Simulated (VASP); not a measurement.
# Si8HC in VASP: a series of runs, part 2 of 2

VASP 6.6.1. The steps go on from the part before.

**3. Single point, LDA, collinear spin**

INCAR reads:

```
PREC = Accurate
ENCUT = 520
EDIFF = 1E-7
ISMEAR = 0
SIGMA = 0.05
LREAL = F
LASPH = T
NELM = 150
ALGO = Normal
ISIF = 2
LWAVE = F
LCHARG = T
ISPIN = 2
MAGMOM = 0 0 0 0 0 0 0 0 1 0
LORBIT = 11
LDIPOL = T
IDIPOL = 3
DIPOL = 0.5 0.5 0.326
GGA = CA
LELF = T
LVHAR = T
LVACPOTAV = T
NBANDS = 34
```

KPOINTS reads:

```
Automatic mesh
0
Gamma
  7 4 1
```

POSCAR reads:

```
Si8HC
1.0
    3.8016851341      0.0000000000      0.0000000000
    0.0000000000      6.2886938855      0.0000000000
    0.0000000000      0.0000000000     20.7958973402
Si C H
8 1 1
Direct
    0.0000000000      0.9369639535      0.1923456312
    0.0000000000      0.5630360465      0.1923456312
    0.5000000000      0.4369639535      0.2451181540
    0.5000000000      0.0630360465      0.2451181540
    0.5000000000      0.9330298456      0.3512004366
    0.5000000000      0.5669701544      0.3512004366
    0.0000000000      0.4261576321      0.3941112618
    0.0000000000      0.0738423679      0.3941112618
    0.5000000000      0.7594909654      0.4214103659
    0.5000000000      0.7594909654      0.4740306888
```

Potentials or basis: VASP PAW LDA potentials, release 64 (Si, C, H).

Started as:

```console
$ cat potpaw_LDA.64/Si/POTCAR potpaw_LDA.64/C/POTCAR potpaw_LDA.64/H/POTCAR > POTCAR
$ mpirun -np 1 vasp_std > vasp.out
```

OUTCAR:

```text
PREC = Accurate
   ENCUT = 520
   EDIFF = 1E-7
   ISMEAR = 0
   LREAL = F
   LASPH = T
   NELM = 150
   ISIF = 2
   ISPIN = 2
   LORBIT = 11
   GGA = CA

 ion  position               nearest neighbor table
   1  0.000  0.937  0.192-   4 2.33   4 2.33   2 2.35
   2  0.000  0.563  0.192-   3 2.33   3 2.33   1 2.35
   3  0.500  0.437  0.245-   2 2.33   2 2.33   4 2.35   6 2.35
   4  0.500  0.063  0.245-   1 2.33   1 2.33   3 2.35   5 2.35
   5  0.500  0.933  0.351-   9 1.82   8 2.28   8 2.28   6 2.30   4 2.35
   6  0.500  0.567  0.351-   9 1.90   7 2.28   7 2.28   5 2.30   3 2.35
   7  0.000  0.426  0.394-   8 2.22   6 2.28   6 2.28
   8  0.000  0.074  0.394-   7 2.22   5 2.28   5 2.28
   9  0.500  0.759  0.421-  10 1.09   5 1.82   6 1.90
  10  0.500  0.759  0.474-   9 1.09

  LATTYP: Found a simple orthorhombic cell.
 ALAT       =     3.8016851341
 B/A-ratio  =     1.6541858843
 C/A-ratio  =     5.4701787777

  Lattice vectors:

 A1 = (   3.8016851341,   0.0000000000,   0.0000000000)
 A2 = (   0.0000000000,   6.2886938855,   0.0000000000)
 A3 = (   0.0000000000,   0.0000000000,  20.7958973402)

Analysis of symmetry for initial positions (statically):
=====================================================================
 Subroutine PRICEL returns:
 Original cell was already a primitive cell.

 Routine SETGRP: Setting up the symmetry group for a
 simple orthorhombic supercell.

 Subroutine GETGRP returns: Found  2 space group operations
 (whereof  2 operations were pure point group operations)
 out of a pool of  8 trial point group operations.

The static configuration has the point symmetry C_1h.

Analysis of symmetry for dynamics (positions and initial velocities):
=====================================================================
 Subroutine PRICEL returns:
 Original cell was already a primitive cell.

 Routine SETGRP: Setting up the symmetry group for a
 simple orthorhombic supercell.

 Subroutine GETGRP returns: Found  2 space group operations
 (whereof  2 operations were pure point group operations)
 out of a pool of  8 trial point group operations.

The dynamic configuration has the point symmetry C_1h.

Analysis of structural, dynamic, and magnetic symmetry:
=====================================================================
 Subroutine PRICEL returns:
 Original cell was already a primitive cell.

 Routine SETGRP: Setting up the symmetry group for a
 simple orthorhombic supercell.

 Subroutine GETGRP returns: Found  2 space group operations
 (whereof  2 operations were pure point group operations)
 out of a pool of  8 trial point group operations.

The overall configuration has the point symmetry C_1h.

 Subroutine INISYM returns: Found  2 space group operations
 (whereof  2 operations are pure point group operations),
 and found     1 'primitive' translations

----------------------------------------------------------------------------------------

                                     Primitive cell

  volume of cell :     497.1807

[... 110 lines left out ...]
     AMIX     =   0.40;   BMIX     =  1.00
     AMIX_MAG =   1.60;   BMIX_MAG =  1.00
  volume/ion in A,a.u.               =      49.72       335.51
  Fermi-wavevector in a.u.,A,eV,Ry     =   0.688606  1.301276  6.451582  0.474178
  Thomas-Fermi vector in A             =   1.769454
   LORBIT       =     11    0 simple, 1 ext, 2 COOP (PROOUT), +10 PAW based schemes
   GGA     = CA    functional components
   LHFCALC =     F    Hartree Fock is set to
   AEXX    =    0.0000 exact exchange contribution
   IVDW    =     0    specifies the selected vdW correction
   LEPSILON=     F    determine dielectric tensor
   LRPA    =     F    only Hartree local field effects (RPA)
 spin polarized calculation
 Gauss-broadening in eV      SIGMA  =   0.05
  energy-cutoff  :      520.00
  volume of cell :      497.18
 maximum number of plane-waves:     13430
   NGX = 15   NGY = 23   NGZ = 77

 dipolmoment           0.000000      0.000000      0.081262 electrons x Angstroem

 number of electron      37.0000000 magnetization       0.0000124

 dipolmoment           0.000000      0.000000     -0.120809 electrons x Angstroem

 Free energy of the ion-electron system (eV)
  ---------------------------------------------------
  ext. energy  EPLUGINS =         0.00000000
  ---------------------------------------------------
  free energy    TOTEN  =       -52.98592290 eV

  energy without entropy =      -52.97981336  energy(sigma->0) =      -52.98286813

 E-fermi :  -0.9246     XC(G=0):  -4.0113

 val. band max:       -0.9279145567   @ k =   0.1429   0.0000   0.0000
 cond. band min:      -0.8989925971   @ k =   0.4286   0.5000   0.0000
 fundamental gap:      0.0289219596
 Fermi energy:        -0.9246224627

 spin component 1

 k-point     1 :       0.0000    0.0000    0.0000
  band No.  band energies     occupation
      1     -14.9044      1.00000
      2     -12.1390      1.00000
      3     -10.8401      1.00000
      4     -10.7015      1.00000
      5      -9.3827      1.00000
      6      -9.2648      1.00000
[... 385 lines left out ...]
     29       3.3895      0.00000
     30       3.7128      0.00000
 Fermi energy:        -0.9246224627

 spin component 2

 k-point     1 :       0.0000    0.0000    0.0000
  band No.  band energies     occupation
      1     -14.9044      1.00000
      2     -12.1390      1.00000
      3     -10.8401      1.00000
      4     -10.7015      1.00000
      5      -9.3827      1.00000
      6      -9.2648      1.00000
[... 385 lines left out ...]
     29       3.3895      0.00000
     30       3.7128      0.00000
 [bands above 30 left out]

------------------------ aborting loop because EDIFF is reached ----------------------------------------

  FORCE on cell =-STRESS in cart. coord.  units (eV):
  Direction    XX          YY          ZZ          XY          YZ          ZX
  --------------------------------------------------------------------------------------
  -------------------------------------------------------------------------------------
  Total        0.8143580      3.2266063      0.7558775      0.0000000     -0.6306128      0.0000000
  in kB        2.6242891     10.3978200      2.4358343      0.0000000     -2.0321656      0.0000000
  external PRESSURE =       5.1526478 kB  Pullay stress =       0.0000000 kB

 VOLUME and BASIS-vectors are now :
 -----------------------------------------------------------------------------
  energy-cutoff  :      520.00
  volume of cell :      497.18
      direct lattice vectors                 reciprocal lattice vectors
     3.801685134  0.000000000  0.000000000     0.263041247  0.000000000  0.000000000
     0.000000000  6.288693885  0.000000000     0.000000000  0.159015531  0.000000000
     0.000000000  0.000000000 20.795897340     0.000000000  0.000000000  0.048086408

 POSITION                                       TOTAL-FORCE (eV/Angst)
 -----------------------------------------------------------------------------------
      0.00000      5.89228      4.00000         0.000000     -0.389605      0.517523
      0.00000      3.54076      4.00000         0.000000      0.379019      0.523255
      1.90084      2.74793      5.09745         0.000000      0.257859     -0.950191
      1.90084      0.39641      5.09745         0.000000     -0.263379     -0.888171
      1.90084      5.86754      7.30353         0.000000      1.146083     -0.019388
      1.90084      3.56550      7.30353         0.000000     -0.730530      0.679974
      0.00000      2.67997      8.19590         0.000000      0.544714      0.078917
      0.00000      0.46437      8.19590         0.000000     -0.506670      0.036172
      1.90084      4.77621      8.76361         0.000000     -0.370783     -0.014007
      1.90084      4.77621      9.85789         0.000000     -0.066709      0.035916
 -----------------------------------------------------------------------------------
    total drift:                               -0.000000     -0.000081      0.000002

  FREE ENERGIE OF THE ION-ELECTRON SYSTEM (eV)
  ---------------------------------------------------
  free  energy   TOTEN  =       -52.9859228984 eV

  energy  without entropy=      -52.9798133596  energy(sigma->0) =      -52.98286813

 vacuum level on the upper side and lower side of the slab         3.089         4.003

 total charge

# of ion       s       p       d       tot
------------------------------------------
    1        0.805   0.855   0.000   1.661
    2        0.805   0.856   0.000   1.661
    3        0.784   0.898   0.000   1.682
    4        0.783   0.899   0.000   1.682
    5        0.750   0.992   0.000   1.742
    6        0.749   0.975   0.000   1.724
    7        0.821   0.881   0.000   1.702
    8        0.826   0.875   0.000   1.701
    9        0.879   1.546   0.000   2.424
   10        0.595   0.050   0.000   0.645
--------------------------------------------------
tot          7.797   8.827   0.000  16.624

 magnetization (x)

# of ion       s       p       d       tot
------------------------------------------
    1        0.000   0.000   0.000   0.000
    2        0.000   0.000   0.000   0.000
    3        0.000   0.000   0.000   0.000
    4        0.000   0.000   0.000   0.000
    5        0.000  -0.000   0.000   0.000
    6        0.000  -0.000   0.000   0.000
    7        0.000   0.000   0.000   0.000
    8        0.000   0.000   0.000   0.000
    9        0.000   0.000   0.000   0.000
   10       -0.000   0.000   0.000  -0.000
--------------------------------------------------
tot          0.000   0.000   0.000   0.000
```

Run time: 28 min. Hardware: 1 thread of Intel Xeon 8259CL, shared host; peak memory 0.59 GiB.

Results:

```
Free energy                                           : -52.9859 eV
Largest force                                         : 1.146 eV/Å
Net moment                                            : 0.00 μB per cell
Valence electrons inside the program's atomic spheres : Si 1.66, 1.68, 1.74, 1.72, 1.70 (each value once); C 2.42; H 0.65
```

Forces in eV/Å, atoms in the order of the input:
```
Si   0.000 -0.390  0.518
Si   0.000  0.379  0.523
Si   0.000  0.258 -0.950
Si   0.000 -0.263 -0.888
Si   0.000  1.146 -0.019
Si   0.000 -0.731  0.680
Si   0.000  0.545  0.079
Si   0.000 -0.507  0.036
C    0.000 -0.371 -0.014
H    0.000 -0.067  0.036
```
